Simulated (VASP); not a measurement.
Here is a VASP 6.6.1 calculation.

INCAR

```
SYSTEM = TaMn2N3
PREC = Accurate
ENCUT = 700
EDIFF = 1E-6
ISMEAR = 0
SIGMA = 0.1
LREAL = .FALSE.
LASPH = .TRUE.
NELM = 120
ALGO = Normal
ISIF = 2
LWAVE = .FALSE.
LCHARG = .FALSE.
GGA = PE
NBANDS = 38
GGA_COMPAT = .FALSE.
```

KPOINTS

```
regular mesh
0
G
  6 6 14
  0 0 0
```

The input POSCAR:

```
TaMn2N3
1.0
    5.7833582529      0.0000000000      0.0000000000
   -2.8916791265      5.0085351662      0.0000000000
    0.0000000000      0.0000000000      2.6931629255
Ta Mn N
1 2 3
Direct
    0.0000000000      0.0000000000      0.5000000000
    0.3333333333      0.6666666667      0.5000000000
    0.6666666667      0.3333333333      0.5000000000
    0.5000000000      0.0000000000      0.5000000000
    0.0000000000      0.5000000000      0.5000000000
    0.5000000000      0.5000000000      0.5000000000
```

Potentials or basis: VASP PAW PBE potentials, release 64 (Ta_sv_GW, Mn_sv, N).

Run with:

```sh
$ cat potpaw_PBE.64/Ta_sv_GW/POTCAR potpaw_PBE.64/Mn_sv/POTCAR potpaw_PBE.64/N/POTCAR > POTCAR
$ mpirun -np 1 vasp_std > vasp.out
```

Problem. Estimate the pressure.

Solution. -0.4 GPa.

Problem. Predict the band gap on the k mesh.

Solution. Zero (bands 29 and 30 overlap by 2.10 eV).

Stress tensor (GPa, compression positive):
```
-0.29  0.00  0.00
 0.00 -0.29  0.00
 0.00  0.00 -0.48
```

Caveat: spin-orbit coupling is left out, which moves the levels of the heavy elements; the run has no spin polarisation, though such a crystal can be magnetic. With open d or f shells a metallic result of PBE can be an artefact of self-interaction; +U or a hybrid may open a gap.
